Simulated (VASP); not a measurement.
Here is a VASP 6.6.1 calculation.

The input INCAR:

```
SYSTEM = P
ALGO = Normal ; EDIFF = 1E-6
ENCUT = 520 ; GGA = PE
ISIF = 2 ; ISMEAR = -1
LASPH = .True. ; LCHARG = .False.
LREAL = .False. ; LWAVE = .False.
NBANDS = 8 ; NELM = 60
PREC = Accurate ; SIGMA = 0.05
```

File KPOINTS:

```
k-points
0
Gamma
  18 18 17
  0 0 0
```

POSCAR

```
P
1.0
    2.6266439457      0.0000000000      0.0000000000
   -1.3133219728      2.2747403837      0.0000000000
    0.0000000000      0.0000000000      2.4666835013
P
1
Direct
    0.0000000000      0.0000000000      0.0000000000
```

Potentials or basis: VASP PAW PBE potentials, release 64 (P).

Command:

```console
$ cat potpaw_PBE.64/P/POTCAR > POTCAR
$ mpirun -np 1 vasp_std > vasp.out
```

(1) Predict the pressure.

## Answers

(1) -0.2 GPa.
